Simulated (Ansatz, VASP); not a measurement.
**Two plane-wave programs on WSe2**

Contents of POSCAR:

```
WSe2
1.0
    1.6510739566      0.9532479933      6.5796479446
   -1.6510739566      0.9532479933      6.5796479446
    0.0000000000     -1.9064959866      6.5796479446
W Se
1 2
Direct
   -0.0000183143     -0.0000183143     -0.0000183143
    0.4176504316      0.4176504316      0.4176504316
    0.2490345494      0.2490345494      0.2490345494
```

The input INCAR.step1:

```
PREC     = Accurate       # precision mode
ENCUT    = 550            # plane-wave cutoff, eV
ISMEAR   = 0              # smearing method
SIGMA    = 0.05           # smearing width, eV
LREAL    = F              # projectors in reciprocal space
LASPH    = T              # aspherical terms in the spheres
NELM     = 120            # most SCF steps
NBANDS   = 20             # bands
GGA      = PE             # functional
ALGO     = Normal         # electronic algorithm
EDIFF    = 1E-5           # SCF threshold, eV
LWAVE    = T              # write WAVECAR
LCHARG   = F              # write CHGCAR
GGA_COMPAT= F
```

File INCAR.step2:

```
PREC     = Accurate       # precision mode
ENCUT    = 550            # plane-wave cutoff, eV
EDIFF    = 1E-6           # SCF threshold, eV
ISMEAR   = 0              # smearing method
SIGMA    = 0.05           # smearing width, eV
LREAL    = F              # projectors in reciprocal space
LASPH    = T              # aspherical terms in the spheres
NELM     = 120            # most SCF steps
ALGO     = Normal         # electronic algorithm
ISIF     = 2              # what is computed and relaxed
LWAVE    = F              # write WAVECAR
LCHARG   = F              # write CHGCAR
METAGGA  = R2SCAN         # meta-GGA
LMIXTAU  = T            
NBANDS   = 20             # bands
ISTART   = 1            
GGA_COMPAT= F
```

Contents of KPOINTS:

```
regular mesh
0
Gamma
  6 6 6
```

Input for Ansatz:

```yaml
crystal:
  lattice:
    - [1.6510739566, 0.9532479933, 6.5796479446]
    - [-1.6510739566, 0.9532479933, 6.5796479446]
    - [0.0, -1.9064959866, 6.5796479446]
  atoms:
    - { symbol: W, position: [-1.83143e-05, -1.83143e-05, -1.83143e-05] }
    - { symbol: Se, position: [0.4176504316, 0.4176504316, 0.4176504316] }
    - { symbol: Se, position: [0.2490345494, 0.2490345494, 0.2490345494] }
kpoints:
  mp_grid: { grid: [6, 6, 6] }
hamiltonian:
  xc: r2scan
scf:
  occupations: { method: gaussian, width: 0.05 }
  n_extra_bands: 4
output:
  forces: true
  stress: true
  eigenvalues: true
```

Alike in both runs: task single point; functional r2SCAN; k mesh 6 × 6 × 6; occupations gaussian, width 0.05 eV; no spin polarisation.

|  | VASP | Ansatz |
| --- | --- | --- |
| version | VASP 6.6.1 | Ansatz 0.2.0 |
| potentials or method | VASP PAW PBE potentials, release 64 (W_sv, Se) | plane waves |
| plane-wave cutoff (eV) | 550 | 500 |
| valence electrons in the cell | 26 | 46 |

VASP gave:

* gap on the k mesh at the Fermi level (eV): 1.20
* pressure (GPa): 1.6
* traceless stress, the component that is largest in VASP (GPa): -0.05
* rms of the force components (eV/Å): 0.005

Q: Which values does Ansatz return?

A: gap on the k mesh at the Fermi level (eV): 1.21; pressure (GPa): 1.3; traceless stress, the component that is largest in VASP (GPa): -0.09; rms of the force components (eV/Å): 0.016.

VASP's potentials were made for PBE, not for r2SCAN. Atom by atom the forces differ by 0.021 eV/Å (rms over components). VASP's potentials hold 26 valence electrons a cell and Ansatz's 46, so a difference there can come from the potentials and not from the codes.

Neither program's run includes spin-orbit coupling.
